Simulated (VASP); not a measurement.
Write the native input for VASP 6.6.1 that does the following.

```yaml
Task: single point
Functional: PBE
Potentials_or_basis: VASP PAW PBE potentials, release 64 (Ag, Cl)
Cutoff: 500 eV
k_mesh: 6 × 6 × 6
Occupations: fermi-dirac, width 0.5 eV
Spin: no spin polarisation
Dipole_correction: no
Further_INCAR_settings: ALGO = Normal; EDIFF = 1e-06; NBANDS = 16
```

The structure of AgCl (Chlorargyrite) lies in POSCAR:

```
AgCl
1.0
    0.0000000000      2.7731725651      2.7731725651
    2.7731725651      0.0000000000      2.7731725651
    2.7731725651      2.7731725651      0.0000000000
Ag Cl
1 1
Direct
    0.0000000000      0.0000000000      0.0000000000
    0.5000000000      0.5000000000      0.5000000000
```

One way to write it, as run:

INCAR

```
SYSTEM = AgCl
  PREC = Accurate
  ENCUT = 500
  EDIFF = 1E-6
  ISMEAR = -1
  SIGMA = 0.5
  LREAL = .FALSE.
  LASPH = .TRUE.
  NELM = 120
  ALGO = Normal
  ISIF = 2
  LWAVE = .FALSE.
  LCHARG = .TRUE.
  GGA = PE
  LELF = .TRUE.
  LVHAR = .TRUE.
  NBANDS = 16
  GGA_COMPAT = .FALSE.
```

KPOINTS

```
regular mesh
0
G
  6 6 6
  0 0 0
```

Potentials or basis: VASP PAW PBE potentials, release 64 (Ag, Cl).

Run with:

```sh
$ cat potpaw_PBE.64/Ag/POTCAR potpaw_PBE.64/Cl/POTCAR > POTCAR
$ mpirun -np 1 vasp_std > vasp.out
```

It gave:

| Item | Value |
| --- | --- |
| Pressure | 1.8 GPa |

Run time: 23 s on 1 thread of Intel Xeon 8259CL, with other jobs on the host, peak memory 0.17 GiB.
